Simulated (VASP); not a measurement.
# GaN (Fm-3m) in VASP: notebook, part 2 of 2

VASP 6.6.1. Earlier steps stand in the parts before.

## Step 5: Single point, PBE-based screened hybrid with 25 % exact exchange

This run uses another cell than the first one, of 9.34 Å³/atom.

POSCAR reads:

```
GaN
1.0
    0.0000000000      2.1059693758      2.1059693758
    2.1059693758      0.0000000000      2.1059693758
    2.1059693758      2.1059693758      0.0000000000
Ga N
1 1
Direct
    0.0000000000      0.0000000000      0.0000000000
    0.5000000000      0.5000000000      0.5000000000
```

INCAR.step1 reads:

```
ALGO = Normal
EDIFF = 1E-5
ENCUT = 520
GGA = PE
ISIF = 2
ISMEAR = -1
LASPH = True
LREAL = False
LWAVE = True
NBANDS = 16
NELM = 100
PREC = Accurate
SIGMA = 0.05
```

INCAR.step2 reads:

```
AEXX = 0.25
ALGO = Normal
EDIFF = 1E-6
ENCUT = 520
GGA = PE
HFSCREEN = 0.3
ISIF = 2
ISMEAR = -1
ISTART = 1
LASPH = True
LCHARG = True
LELF = True
LHFCALC = True
LREAL = False
LVHAR = True
LWAVE = False
NBANDS = 16
NELM = 100
PREC = Accurate
PRECFOCK = Normal
SIGMA = 0.05
```

KPOINTS reads:

```
k-points
0
Gamma
  6 6 6
```

Potentials or basis: VASP PAW PBE potentials, release 64 (Ga_d, N).

Started as:

```bash
$ cat potpaw_PBE.64/Ga_d/POTCAR potpaw_PBE.64/N/POTCAR > POTCAR
$ cp INCAR.step1 INCAR
$ mpirun -np 1 vasp_std > vasp.out
$ cp INCAR.step2 INCAR
$ mpirun -np 1 vasp_std > vasp.out
```

OUTCAR:

```text
AEXX = 0.25
   EDIFF = 1E-6
   ENCUT = 520
   GGA = PE
   HFSCREEN = 0.3
   ISIF = 2
   ISMEAR = -1
   ISTART = 1
   LASPH = True
   LHFCALC = True
   LREAL = False
   NELM = 100
   PREC = Accurate
   PRECFOCK = Normal

 ion  position               nearest neighbor table
   1  0.000  0.000  0.000-   2 2.11   2 2.11   2 2.11   2 2.11   2 2.11   2 2.11
   2  0.500  0.500  0.500-   1 2.11   1 2.11   1 2.11   1 2.11   1 2.11   1 2.11

  LATTYP: Found a face centered cubic cell.
 ALAT       =     4.2119387516

  Lattice vectors:

 A1 = (   0.0000000000,   2.1059693758,   2.1059693758)
 A2 = (   2.1059693758,   0.0000000000,   2.1059693758)
 A3 = (   2.1059693758,   2.1059693758,   0.0000000000)

Analysis of symmetry for initial positions (statically):
=====================================================================
 Subroutine PRICEL returns:
 Original cell was already a primitive cell.

 Routine SETGRP: Setting up the symmetry group for a
 face centered cubic supercell.

 Subroutine GETGRP returns: Found 48 space group operations
 (whereof 48 operations were pure point group operations)
 out of a pool of 48 trial point group operations.

The static configuration has the point symmetry O_h .

Analysis of symmetry for dynamics (positions and initial velocities):
=====================================================================
 Subroutine PRICEL returns:
 Original cell was already a primitive cell.

 Routine SETGRP: Setting up the symmetry group for a
 face centered cubic supercell.

 Subroutine GETGRP returns: Found 48 space group operations
 (whereof 48 operations were pure point group operations)
 out of a pool of 48 trial point group operations.

The dynamic configuration has the point symmetry O_h .

 Subroutine INISYM returns: Found 48 space group operations
 (whereof 48 operations are pure point group operations),
[... 110 lines left out ...]
  Thomas-Fermi vector in A             =   2.711476
   LORBIT       =      0    0 simple, 1 ext, 2 COOP (PROOUT), +10 PAW based schemes
   GGA     = PE    functional components
   LHFCALC =     T    Hartree Fock is set to
   PRECFOCK=normal    Normal, Fast or Accurate (Low or Medium for compatibility)
   ENCUT4O =  -1.0   cutoff for four orbital integrals eV
   NKREDX  =     1    reduce k-point grid by
   NKREDY  =     1    reduce k-point grid by
   NKREDZ  =     1    reduce k-point grid by
   AEXX    =    0.2500 exact exchange contribution
   HFSCREEN=    0.3000 screening length (either q_TF or 0.3 A-1)
   HFSCREENC=   0.3000 screening length for correlation (either q_TF or 0.3 A-1)
   ENCUTFOCK=  -1.0 apply spherical cutoff to Coloumb kernel
   IVDW    =     0    specifies the selected vdW correction
   LEPSILON=     F    determine dielectric tensor
   LRPA    =     F    only Hartree local field effects (RPA)
 non-spin polarized calculation
  energy-cutoff  :      520.00
  volume of cell :       18.68
 maximum number of plane-waves:       531
 NGX is ok and might be reduce to    24
  NGX = 18; NGY = 18; NGZ = 18

 number of electron      18.0000007 magnetization

 Free energy of the ion-electron system (eV)
  ---------------------------------------------------
  ext. energy  EPLUGINS =         0.00000000
  ---------------------------------------------------
  free energy    TOTEN  =       -13.41638777 eV

  energy without entropy =      -13.41638776  energy(sigma->0) =      -13.41638777

 E-fermi :   8.2876     XC(G=0): -10.8500

 val. band max:        7.4049788267   @ k =  -0.1667   0.1667   0.0000
 cond. band min:       9.1011937381   @ k =   0.5000   0.5000   0.0000
 fundamental gap:      1.6962149114
 Fermi energy:         8.2876366658

 k-point     1 :       0.0000    0.0000    0.0000
  band No.  band energies     occupation
      1     -11.5657      2.00000
      2      -8.7926      2.00000
      3      -8.7926      2.00000
      4      -8.7926      2.00000
      5      -8.7544      2.00000
      6      -8.7544      2.00000
[... 281 lines left out ...]
      3      -8.7705      2.00000
      4      -8.6604      2.00000
      5      -8.5183      2.00000
      6      -5.3286      2.00000
[... 8 lines left out ...]
     15      30.9329      0.00000
     16      37.0827      0.00000

------------------------ aborting loop because EDIFF is reached ----------------------------------------

  FORCE on cell =-STRESS in cart. coord.  units (eV):
  Direction    XX          YY          ZZ          XY          YZ          ZX
  --------------------------------------------------------------------------------------
  -------------------------------------------------------------------------------------
  Total        0.1308616      0.1308616      0.1308616      0.0000000     -0.0000000      0.0000000
  in kB       11.2237185     11.2237185     11.2237185      0.0000000     -0.0000000      0.0000000
  external PRESSURE =      11.2237185 kB  Pullay stress =       0.0000000 kB

 VOLUME and BASIS-vectors are now :
 -----------------------------------------------------------------------------
  energy-cutoff  :      520.00
  volume of cell :       18.68
      direct lattice vectors                 reciprocal lattice vectors
     0.000000000  2.105969376  2.105969376    -0.237420357  0.237420357  0.237420357
     2.105969376  0.000000000  2.105969376     0.237420357 -0.237420357  0.237420357
     2.105969376  2.105969376  0.000000000     0.237420357  0.237420357 -0.237420357

 POSITION                                       TOTAL-FORCE (eV/Angst)
 -----------------------------------------------------------------------------------
      0.00000      0.00000      0.00000         0.000000      0.000000      0.000000
      2.10597      2.10597      2.10597        -0.000000     -0.000000     -0.000000
 -----------------------------------------------------------------------------------
    total drift:                                0.000006      0.000008      0.000013

  FREE ENERGIE OF THE ION-ELECTRON SYSTEM (eV)
  ---------------------------------------------------
  free  energy   TOTEN  =       -13.4163877690 eV

  energy  without entropy=      -13.4163877647  energy(sigma->0) =      -13.41638777
```

Run time: 38 min. Hardware: 1 thread of Intel Xeon 8259CL, shared host; peak memory 0.26 GiB.

What came out:

```yaml
Free_energy: -13.4164 eV
Pressure: 1.1 GPa
Band_gap_on_the_k_mesh: 1.70 eV (least direct gap 3.98 eV)
```

Levels at points of the mesh, in eV from the valence-band top:
```
           k point  band 7  band 8  band 9  band 10  band 11  band 12
(0.00, 0.00, 0.00)   -0.53   -0.53   -0.53     3.45    15.94    15.94
(0.50, 0.00, 0.00)   -8.93   -0.22   -0.22     5.76    10.41    10.41
(0.50, 0.50, 0.00)   -7.74   -3.30   -3.30     1.70     8.72    13.80
```

Caveat: the k points lie up to 0.43 Å⁻¹ apart; the PAW data sets were made with another functional, which shifts forces and pressure a little.

## Step 6: Single point, PBEsol-based global hybrid with 25 % exact exchange

POSCAR reads:

```
GaN
1.0
    0.0000000000      2.1352350000      2.1352350000
    2.1352350000      0.0000000000      2.1352350000
    2.1352350000      2.1352350000      0.0000000000
Ga N
1 1
Direct
    0.0000000000      0.0000000000      0.0000000000
    0.5000000000      0.5000000000      0.5000000000
```

INCAR.step1 reads:

```
SYSTEM = GaN
PREC     = Accurate       ! precision mode
ENCUT    = 520            ! plane-wave cutoff, eV
EDIFF    = 1E-5           ! SCF threshold, eV
ISMEAR   = -1             ! smearing method
SIGMA    = 0.05           ! smearing width, eV
LREAL    = .False.        ! projectors in reciprocal space
LASPH    = .True.         ! aspherical terms in the spheres
NELM     = 60             ! most SCF steps
ALGO     = Normal         ! electronic algorithm
ISIF     = 2              ! what is computed and relaxed
LWAVE    = .True.         ! write WAVECAR
LCHARG   = .False.        ! write CHGCAR
GGA      = PE             ! functional
NBANDS   = 16             ! bands
```

INCAR.step2 reads:

```
SYSTEM = GaN
PREC     = Accurate       ! precision mode
ENCUT    = 520            ! plane-wave cutoff, eV
EDIFF    = 1E-6           ! SCF threshold, eV
ISMEAR   = -1             ! smearing method
SIGMA    = 0.05           ! smearing width, eV
LREAL    = .False.        ! projectors in reciprocal space
LASPH    = .True.         ! aspherical terms in the spheres
NELM     = 60             ! most SCF steps
ALGO     = Normal         ! electronic algorithm
ISIF     = 2              ! what is computed and relaxed
LWAVE    = .False.        ! write WAVECAR
LCHARG   = .False.        ! write CHGCAR
GGA      = PS             ! functional
LHFCALC  = .True.         ! exact exchange
AEXX     = 0.25           ! exact-exchange fraction
PRECFOCK = Normal       
ISTART   = 1            
NBANDS   = 16             ! bands
```

KPOINTS reads:

```
Automatic mesh
0
Gamma
  6 6 6
  0 0 0
```

Potentials or basis: VASP PAW PBE potentials, release 64 (Ga_d, N).

Started as:

```bash
$ cat potpaw_PBE.64/Ga_d/POTCAR potpaw_PBE.64/N/POTCAR > POTCAR
$ cp INCAR.step1 INCAR
$ mpirun -np 1 vasp_std > vasp.out
$ cp INCAR.step2 INCAR
$ mpirun -np 1 vasp_std > vasp.out
```

It took 34 min on 1 thread of Intel Xeon 8259CL, shared host; peak memory 0.16 GiB.

The run converged. Its results:

```
Free energy            : -15.4074 eV
Pressure               : -14.6 GPa
Band gap on the k mesh : 2.24 eV (least direct gap 4.35 eV)
```

Levels at points of the mesh, in eV from the valence-band top:
```csv
k point,band 5,band 6,band 7,band 8,band 9,band 10,band 11,band 12,band 13,band 14
"(0.00, 0.00, 0.00)",-16.29,-16.29,-0.51,-0.51,-0.51,3.84,16.63,16.63,16.63,18.09
"(0.50, 0.00, 0.00)",-16.13,-15.48,-8.87,-0.22,-0.22,6.45,11.05,11.05,11.79,18.38
"(0.50, 0.50, 0.00)",-16.07,-12.68,-7.58,-3.21,-3.21,2.24,9.55,14.35,16.92,16.92
```

Caveat: the k points lie up to 0.42 Å⁻¹ apart; the PAW data sets were made with another functional, which shifts forces and pressure a little. A k mesh can miss the band edges.

## Step 7: Summary

```tsv
level	spin	cell	k mesh	smearing	grid for exact exchange (PRECFOCK)	share of exact exchange	screening parameter	gap on the mesh (eV)	pressure (GPa)	moment (μB)
PBEsol	non-collinear, zero start, SOC	a = 3.020 Å, angles 60.0°, 2 atoms	11 × 11 × 11	tetrahedron	-	-	-	-	-7.3	0.00
RPBE	non-collinear, zero start, SOC	a = 3.098 Å, angles 60.0°, 2 atoms	11 × 11 × 11	fermi-dirac 0.15 eV	-	-	-	-	-8.7	0.00
r2SCAN+rVV10	non-collinear, zero start, SOC	a = 3.020 Å, angles 60.0°, 2 atoms	11 × 11 × 11	gaussian 0.01 eV	-	-	-	-	-9.0	0.00
PBE-based screened hybrid with 25 % exact exchange	off	a = 2.978 Å, angles 60.0°, 2 atoms	6 × 6 × 6	fermi-dirac 0.05 eV	Normal	0.25	0.3 1/Å	1.70	1.1	-
PBEsol-based global hybrid with 25 % exact exchange	off	a = 3.020 Å, angles 60.0°, 2 atoms	6 × 6 × 6	fermi-dirac 0.05 eV	Normal	0.25	-	2.24	-14.6	-
```

Alike in all rows: task single point; potentials or basis VASP PAW PBE potentials, release 64 (Ga_d, N); cutoff (eV) 520.

Caveats: some runs use coarse meshes; the PAW data sets were made with another functional, which shifts forces and pressure a little; the cell stands under tension (at least some runs).

Absolute energies hang on the potentials; compare differences alone.
